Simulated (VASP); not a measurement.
Set up this calculation in VASP 6.6.1, as the native input.

```
Task                   : relaxation of cell and atoms
Functional             : PBEsol
Potentials or basis    : VASP PAW PBE potentials, release 64 (Ta_pv, N)
Cutoff                 : 600 eV
k mesh                 : 15 × 15 × 10
Occupations            : gaussian, width 0.1 eV
Spin                   : no spin polarisation
Dipole correction      : no
Further INCAR settings : ALGO = Normal; EDIFF = 1e-06; IBRION = 2; EDIFFG = -0.002; NSW = 100; ISIF = 3
```

The structure of Ta2N lies in POSCAR:

```
Ta2N
1.0
    3.0849617684     -0.0000000029      0.0000000000
   -1.5424808817      2.6716552626      0.0000000000
    0.0000000000      0.0000000000      4.8115718848
Ta N
2 1
Direct
    0.6666666667      0.3333333333      0.7479574794
    0.3333333333      0.6666666667      0.2520425206
    0.0000000000      0.0000000000      0.0000000000
```

The input as run:

INCAR

```
SYSTEM = Ta2N
PREC = Accurate
ENCUT = 600
EDIFF = 1E-6
ISMEAR = 0
SIGMA = 0.1
LREAL = .FALSE.
LASPH = .TRUE.
NELM = 80
ALGO = Normal
ISIF = 3
LWAVE = .FALSE.
LCHARG = .FALSE.
GGA = PS
IBRION = 2
NSW = 100
EDIFFG = -0.002
```

KPOINTS

```
regular mesh
0
G
  15 15 10
  0 0 0
```

Potentials or basis: VASP PAW PBE potentials, release 64 (Ta_pv, N).

Run with:

```bash
$ cat potpaw_PBE.64/Ta_pv/POTCAR potpaw_PBE.64/N/POTCAR > POTCAR
$ mpirun -np 1 vasp_std > vasp.out
```

Results of the run:

| Quantity | Value |
| --- | --- |
| Relaxed volume | 13.22 Å³/atom |
| Relaxed cell | a = 3.080 Å, b = 3.080 Å, c = 4.826 Å, α = 90.00°, β = 90.00°, γ = 120.00° |
| Space group after relaxing (to 0.1 Å) | P-3m1 (No. 164) |
| Energy gained by relaxing | 0.7 meV/atom |
| Ionic steps | 20 |
| Pressure after relaxing | 0.0 GPa |
| Band gap on the k mesh | zero (an odd number of electrons rules out a gap without spin polarisation) |

Caveat: the PAW data sets were made with another functional, which shifts forces and pressure a little; spin-orbit coupling is left out, which moves the levels of the heavy elements.

It took 18 min on 1 thread of Intel(R) Xeon(R) Platinum 8488C (Sapphire Rapids), with other jobs on the host, peak memory 0.36 GiB.
